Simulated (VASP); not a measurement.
# Ti14Si (a cell with a defect) in VASP: further runs

Ti14Si (a cell with a defect) is run at these levels: PBE; tasks: single point.

Program: VASP 6.6.1. These are calculated values, not measurements. Logs are shortened: lines on timing, memory, paths and dates and some standing lists are left out, and cuts for length are marked.

## (1) The cell of the first run

The cell holds a defect, 15 atoms: a = 7.122 Å, b = 7.122 Å, c = 7.122 Å, α = 109.47°, β = 109.47°, γ = 109.47°.

## (2) Single point, PBE (atoms taken out, then relaxed in part)

File INCAR:

```
SYSTEM = Ti14Si
  PREC = Accurate
  ENCUT = 520
  EDIFF = 1E-6
  ISMEAR = 0
  SIGMA = 0.1
  LREAL = Auto
  LASPH = .True.
  NELM = 80
  ALGO = Normal
  ISIF = 2
  LWAVE = .False.
  LCHARG = .False.
  GGA = PE
  NBANDS = 99
```

File KPOINTS:

```
Automatic mesh
0
Gamma
  4 4 4
  0.5 0.5 0.5
```

File POSCAR:

```
Ti14Si
1.0
   -4.1120350457     -4.1120350457     -4.1120350457
   -4.1120350457      4.1120350457      4.1120350457
    4.1120350457      4.1120350457     -4.1120350457
Si Ti
1 14
Direct
    0.7542577891      0.0000000000      0.2457422109
    0.2429377812      0.0000000000      0.7570622188
    0.7597963190      0.5136562573      0.7538599383
    0.7599523914      0.2489600983      0.0182118966
    0.5064056297      0.2478661513      0.2476867320
    0.2307482017      0.2489600983      0.4890077069
    0.0001794193      0.2478661513      0.7414605216
   -0.0040677481      0.0000000000      0.0040677481
    0.7523132680      0.7521338487      0.4935943703
    0.5109922931      0.7510399017      0.7692517983
    0.5035524429      0.5070878737      0.0035354308
    0.2461400617      0.4863437427      0.2402036810
   -0.0035354308      0.4929121263      0.4964475571
    0.2585394784      0.7521338487     -0.0001794193
   -0.0182118966      0.7510399017      0.2400476086
```

Potentials or basis: VASP PAW PBE potentials, release 64 (Si, Ti_sv).

Launch:

```console
cat potpaw_PBE.64/Si/POTCAR potpaw_PBE.64/Ti_sv/POTCAR > POTCAR
mpirun -np 1 vasp_std > vasp.out
```

OUTCAR:

```text
SYSTEM = Ti14Si
   PREC = Accurate
   ENCUT = 520
   EDIFF = 1E-6
   ISMEAR = 0
   LREAL = Auto
   LASPH = .True.
   NELM = 80
   ISIF = 2
   GGA = PE

 ion  position               nearest neighbor table
   1  0.754  0.000  0.246-   4 2.77   6 2.77  10 2.77  15 2.77   8 2.81  13 2.87  11 2.87  14 2.88
                             7 2.88   9 2.88   5 2.88
   2  0.243  0.000  0.757-   5 2.86   9 2.86   7 2.86  14 2.86   8 2.87
   3  0.760  0.514  0.754-   8 2.83  10 2.83  15 2.83  13 2.88  14 2.90   9 2.90
   4  0.760  0.249  0.018-   1 2.77  13 2.78   5 2.81   8 2.82  12 2.83  10 2.90
   5  0.506  0.248  0.248-   4 2.81  13 2.85   2 2.86   1 2.88  14 2.88  12 2.90
   6  0.231  0.249  0.489-   1 2.77  13 2.78   7 2.81   8 2.82  12 2.83  15 2.90
   7  0.000  0.248  0.741-   6 2.81  13 2.85   2 2.86   1 2.88   9 2.88  12 2.90
   8  0.996  0.000  0.004-   1 2.81   6 2.82  10 2.82  15 2.82   4 2.82  12 2.83   3 2.83   2 2.87

   9  0.752  0.752  0.494-  15 2.81  11 2.85   2 2.86   1 2.88   7 2.88   3 2.90
  10  0.511  0.751  0.769-   1 2.77  11 2.78  14 2.81   8 2.82   3 2.83   4 2.90
  11  0.504  0.507  0.004-  15 2.78  10 2.78  14 2.85   9 2.85   1 2.87  12 2.88
  12  0.246  0.486  0.240-   8 2.83   6 2.83   4 2.83  11 2.88   5 2.90   7 2.90
  13  0.996  0.493  0.496-   4 2.78   6 2.78   7 2.85   5 2.85   1 2.87   3 2.88
  14  0.259  0.752  1.000-  10 2.81  11 2.85   2 2.86   1 2.88   5 2.88   3 2.90
  15  0.982  0.751  0.240-   1 2.77  11 2.78   9 2.81   8 2.82   3 2.83   6 2.90

  LATTYP: Found a body centered cubic cell.
 ALAT       =     8.2240700914

  Lattice vectors:

 A1 = (  -4.1120350457,  -4.1120350457,  -4.1120350457)
 A2 = (  -4.1120350457,   4.1120350457,   4.1120350457)
 A3 = (   4.1120350457,   4.1120350457,  -4.1120350457)

Analysis of symmetry for initial positions (statically):
=====================================================================
 Subroutine PRICEL returns:
 Original cell was already a primitive cell.

 Routine SETGRP: Setting up the symmetry group for a
 body centered cubic supercell.

 Subroutine GETGRP returns: Found  4 space group operations
 (whereof  4 operations were pure point group operations)
 out of a pool of 48 trial point group operations.

The static configuration has the point symmetry C_2v.

Analysis of symmetry for dynamics (positions and initial velocities):
=====================================================================
[... 142 lines left out ...]
   EFERMI_NEDOS =   21; number of points for ismear=-14 and -15
   IALGO  =     38    algorithm
   IMIX   =      4    mixing-type and parameters
     AMIX     =   0.40;   BMIX     =  1.00
     AMIX_MAG =   1.60;   BMIX_MAG =  1.00
  volume/ion in A,a.u.               =      18.54       125.12
  Fermi-wavevector in a.u.,A,eV,Ry     =   1.394786  2.635763 26.469146  1.945427
  Thomas-Fermi vector in A             =   2.518301
   LORBIT       =      0    0 simple, 1 ext, 2 COOP (PROOUT), +10 PAW based schemes
   GGA     = PE    functional components
   LHFCALC =     F    Hartree Fock is set to
   AEXX    =    0.0000 exact exchange contribution
   IVDW    =     0    specifies the selected vdW correction
   LEPSILON=     F    determine dielectric tensor
   LRPA    =     F    only Hartree local field effects (RPA)
 non-spin polarized calculation
 Gauss-broadening in eV      SIGMA  =   0.10
  energy-cutoff  :      520.00
  volume of cell :      278.12
 maximum number of plane-waves:      7507
 NGX is ok and might be reduce to    54
   NGX = 27   NGY = 27   NGZ = 27

 number of electron     172.0000026 magnetization

 Free energy of the ion-electron system (eV)
  ---------------------------------------------------
  ext. energy  EPLUGINS =         0.00000000
  ---------------------------------------------------
  free energy    TOTEN  =      -114.00419452 eV

  energy without entropy =     -113.89195448  energy(sigma->0) =     -113.94807450

 E-fermi :   7.4451     XC(G=0): -11.0374

 val. band max:        7.4420284771   @ k =   0.1250   0.3750   0.1250
 cond. band min:       7.4481794872   @ k =   0.3750  -0.1250  -0.1250
 fundamental gap:      0.0061510101
 Fermi energy:         7.4451214801

 k-point     1 :       0.1250    0.1250    0.1250
  band No.  band energies     occupation
      1     -49.3326      2.00000
      2     -49.2987      2.00000
      3     -49.2838      2.00000
      4     -49.2669      2.00000
      5     -49.2621      2.00000
      6     -49.2394      2.00000
[... 1504 lines left out ...]
     97       8.3102      0.00000
     98       8.3647      0.00000
 [bands above 98 left out]

------------------------ aborting loop because EDIFF is reached ----------------------------------------

  FORCE on cell =-STRESS in cart. coord.  units (eV):
  Direction    XX          YY          ZZ          XY          YZ          ZX
  --------------------------------------------------------------------------------------
  -------------------------------------------------------------------------------------
  Total       -6.2684782     -6.2684782     -7.3593423      1.4334569      0.0000000      0.0000000
  in kB      -36.1112306    -36.1112306    -42.3954425      8.2578085      0.0000000      0.0000000
  external PRESSURE =     -38.2059679 kB  Pullay stress =       0.0000000 kB

 VOLUME and BASIS-vectors are now :
 -----------------------------------------------------------------------------
  energy-cutoff  :      520.00
  volume of cell :      278.12
      direct lattice vectors                 reciprocal lattice vectors
    -4.112035046 -4.112035046 -4.112035046    -0.121594294  0.000000000 -0.121594294
    -4.112035046  4.112035046  4.112035046    -0.121594294  0.121594294  0.000000000
     4.112035046  4.112035046 -4.112035046     0.000000000  0.121594294 -0.121594294

 POSITION                                       TOTAL-FORCE (eV/Angst)
 -----------------------------------------------------------------------------------
     -2.09103     -2.09103     -4.11204        -0.005187     -0.005187     -0.000000
      2.11410      2.11410     -4.11204         0.007309      0.007309     -0.000000
     -2.13658      2.08776     -4.11204         0.017234      0.028689     -0.000000
     -4.07380     -2.02633     -2.17611        -0.006119      0.002683     -0.007588
     -2.08310     -0.04463     -2.08162        -0.007328     -0.005629     -0.004250
      0.03824      2.08570     -1.93593        -0.006119      0.002683      0.007588
      2.02894      4.06741     -2.03042        -0.007328     -0.005629      0.004250
     -4.07858     -4.07858     -4.11204        -0.001489     -0.001489     -0.000000
     -4.15666      2.02894     -2.03042        -0.005629     -0.007328      0.004250
     -2.02633      4.15027     -2.17611         0.002683     -0.006119     -0.007588
     -4.14125      0.02908     -0.00000         0.006706     -0.020476     -0.000000
     -2.02427      1.97545      0.00000         0.028689      0.017234      0.000000
     -4.08296     -0.02922     -4.11204        -0.020476      0.006706     -0.000000
     -0.04463      6.14097     -2.08162        -0.005629     -0.007328     -0.004250
     -6.13837      0.03824     -1.93593         0.002683     -0.006119      0.007588
 -----------------------------------------------------------------------------------
    total drift:                                0.046384      0.046383      0.000000

  FREE ENERGIE OF THE ION-ELECTRON SYSTEM (eV)
  ---------------------------------------------------
  free  energy   TOTEN  =      -114.0041945206 eV

  energy  without entropy=     -113.8919544779  energy(sigma->0) =     -113.94807450
```

stdout:

```text
POSCAR found type information on POSCAR SiTi
 POSCAR found :  2 types and      15 ions
 scaLAPACK will be used
 LDA part: xc-table for (Slater+PW92), standard interpolation
 POSCAR, INCAR and KPOINTS ok, starting setup
 FFT: planning ... GRIDC
 FFT: planning ... GRID_SOFT
 FFT: planning ... GRID
 WAVECAR not read
 entering main loop
```

Wall time 9.6 min (1 thread of Intel Xeon 6975P-C (Granite Rapids), shared host); peak memory 0.52 GiB.

Results:

```
Free energy            : -114.0042 eV
Pressure               : -3.8 GPa
Largest force          : 0.033 eV/Å
Band gap on the k mesh : zero (bands 86 and 87 overlap by 0.15 eV)
```

Forces in eV/Å, atoms in the order of the input:
```
Si  -0.005 -0.005  0.000
Ti   0.007  0.007  0.000
Ti   0.017  0.029  0.000
Ti  -0.006  0.003 -0.008
Ti  -0.007 -0.006 -0.004
Ti  -0.006  0.003  0.008
Ti  -0.007 -0.006  0.004
Ti  -0.001 -0.001  0.000
Ti  -0.006 -0.007  0.004
Ti   0.003 -0.006 -0.008
Ti   0.007 -0.020  0.000
Ti   0.029  0.017  0.000
Ti  -0.020  0.007  0.000
Ti  -0.006 -0.007 -0.004
Ti   0.003 -0.006  0.008
```

Caveat: the cell differs from its parent crystal (atoms taken out, then relaxed in part).

## (3) Single point, PBE (atoms taken out, then relaxed in part)

File INCAR:

```
SYSTEM = Ti14Si
PREC = Accurate
ENCUT = 520
EDIFF = 1E-7
ISMEAR = 0
SIGMA = 0.1
LREAL = Auto
LASPH = .True.
NELM = 80
ALGO = Normal
ISIF = 2
LWAVE = .False.
LCHARG = .False.
GGA = PE
NBANDS = 99
```

KPOINTS is that of step 2.

File POSCAR:

```
Ti14Si
1.0
   -4.1120350457     -4.1120350457     -4.1120350457
   -4.1120350457      4.1120350457      4.1120350457
    4.1120350457      4.1120350457     -4.1120350457
Si Ti
1 14
Direct
    0.4957421291      0.0000000000      0.5042578709
    0.2540674688      0.0000000000      0.7459325312
    0.7464477935      0.4929123131      0.7464645196
    0.7390076160      0.2489600492     -0.0192518986
    0.4976869952      0.2478659908      0.2564058014
    0.2682119478      0.2489600492      0.5099524332
   -0.0085398106      0.2478659908      0.7501789957
    0.0070622236      0.0000000000     -0.0070622236
    0.7435941986      0.7521340092      0.5023130048
    0.4900475668      0.7510399508      0.7317880522
    0.4902034817      0.4863434753     -0.0038600064
    0.2535354804      0.5070876869      0.2535522065
    0.0038600064      0.5136565247      0.5097965183
    0.2498210043      0.7521340092      0.0085398106
    0.0192518986      0.7510399508      0.2609923840
```

Potentials or basis: VASP PAW PBE potentials, release 64 (Si, Ti_sv).

Launch:

```console
cat potpaw_PBE.64/Si/POTCAR potpaw_PBE.64/Ti_sv/POTCAR > POTCAR
mpirun -np 1 vasp_std > vasp.out
```

OUTCAR:

```text
SYSTEM = Ti14Si
   PREC = Accurate
   ENCUT = 520
   EDIFF = 1E-7
   ISMEAR = 0
   LREAL = Auto
   LASPH = .True.
   NELM = 80
   ISIF = 2
   GGA = PE

 ion  position               nearest neighbor table
   1  0.496  0.000  0.504-   6 2.77  10 2.77  15 2.77   4 2.77   2 2.81   3 2.87  12 2.87  14 2.88
                             7 2.88   5 2.88   9 2.88
   2  0.254  0.000  0.746-   1 2.81  10 2.82   6 2.82   4 2.82  15 2.82  13 2.83  11 2.83   8 2.87

[... 1749 lines left out ...]
  energy-cutoff  :      520.00
  volume of cell :      278.12
      direct lattice vectors                 reciprocal lattice vectors
    -4.112035046 -4.112035046 -4.112035046    -0.121594294  0.000000000 -0.121594294
    -4.112035046  4.112035046  4.112035046    -0.121594294  0.121594294  0.000000000
     4.112035046  4.112035046 -4.112035046     0.000000000  0.121594294 -0.121594294

 POSITION                                       TOTAL-FORCE (eV/Angst)
 -----------------------------------------------------------------------------------
      0.03502      0.03502     -4.11204         0.004881      0.004881      0.000000
      2.02257      2.02257     -4.11204        -0.010025     -0.010025      0.000000
     -2.02680      2.02694     -4.11204         0.014475     -0.005057      0.000000
     -0.02969      2.01778     -6.04796        -0.003847      0.007079     -0.000196
     -2.01139      0.02708     -2.08162         0.004426      0.008260     -0.014185
     -0.02969      2.01778     -2.17611        -0.003847      0.007079      0.000196
     -2.01139      0.02708     -6.14245         0.004426      0.008260      0.014185
      4.05395      4.05395     -4.11204        -0.019648     -0.019648      0.000000
     -4.08496      2.10064     -2.03041         0.008260      0.004426      0.014185
     -2.09426      4.08235     -1.93593         0.007079     -0.003847     -0.000196
      0.08057      4.08029     -4.11204        -0.007934     -0.008528      0.000000
     -2.08509      2.08523      0.00000        -0.005057      0.014475      0.000000
     -0.03174      4.19260     -0.00000        -0.008528     -0.007934     -0.000000
     -4.08496      2.10064      2.03041         0.008260      0.004426     -0.014185
     -2.09426      4.08235      1.93593         0.007079     -0.003847      0.000196
 -----------------------------------------------------------------------------------
    total drift:                               -0.011393     -0.011393     -0.000000

  FREE ENERGIE OF THE ION-ELECTRON SYSTEM (eV)
  ---------------------------------------------------
  free  energy   TOTEN  =      -114.0027190635 eV

  energy  without entropy=     -113.8904788833  energy(sigma->0) =     -113.94659897
```

OSZICAR:

```text
N       E                     dE             d eps       ncg     rms          rms(c)
DAV:   1     0.255952147767E+04    0.25595E+04   -0.85513E+04  2970   0.212E+03
DAV:   2     0.251431138158E+03   -0.23081E+04   -0.22774E+04  2970   0.683E+02
DAV:   3    -0.649339900733E+02   -0.31637E+03   -0.30576E+03  4475   0.215E+02
[... 15 lines left out ...]
DAV:  19    -0.114002717881E+03   -0.83590E-07   -0.12344E-05  4268   0.209E-02    0.268E-03
DAV:  20    -0.114002718723E+03   -0.84161E-06   -0.14233E-06  4324   0.636E-03    0.185E-03
DAV:  21    -0.114002718928E+03   -0.20553E-06   -0.28726E-07  2556   0.388E-03    0.495E-04
DAV:  22    -0.114002719062E+03   -0.13400E-06   -0.63024E-08  1980   0.155E-03    0.262E-04
DAV:  23    -0.114002719064E+03   -0.10732E-08   -0.30268E-08  1956   0.897E-04
   1 F= -.11400272E+03 E0= -.11394660E+03  d E =-.112240E+00
```

stdout:

```text
POSCAR found type information on POSCAR SiTi
 POSCAR found :  2 types and      15 ions
 scaLAPACK will be used
 LDA part: xc-table for (Slater+PW92), standard interpolation
 POSCAR, INCAR and KPOINTS ok, starting setup
 FFT: planning ... GRIDC
 FFT: planning ... GRID_SOFT
 FFT: planning ... GRID
 WAVECAR not read
 entering main loop
```

Wall time 11 min (1 thread of Intel Xeon 6975P-C (Granite Rapids), shared host); peak memory 0.53 GiB.

What came out:

- Free energy: -114.0027 eV
- Pressure: -3.9 GPa
- Largest force: 0.028 eV/Å
- Band gap on the k mesh: zero (bands 86 and 87 overlap by 0.15 eV)

Forces in eV/Å, atoms in the order of the input:
```
Si   0.005  0.005  0.000
Ti  -0.010 -0.010  0.000
Ti   0.014 -0.005  0.000
Ti  -0.004  0.007  0.000
Ti   0.004  0.008 -0.014
Ti  -0.004  0.007  0.000
Ti   0.004  0.008  0.014
Ti  -0.020 -0.020  0.000
Ti   0.008  0.004  0.014
Ti   0.007 -0.004  0.000
Ti  -0.008 -0.009  0.000
Ti  -0.005  0.014  0.000
Ti  -0.009 -0.008  0.000
Ti   0.008  0.004 -0.014
Ti   0.007 -0.004  0.000
```

Stress tensor (GPa, compression positive):
```
-3.65  0.84  0.00
 0.84 -3.65  0.00
 0.00  0.00 -4.27
```

Caveat: the cell differs from its parent crystal (atoms taken out, then relaxed in part).

(Continued in part 2 of 2.)
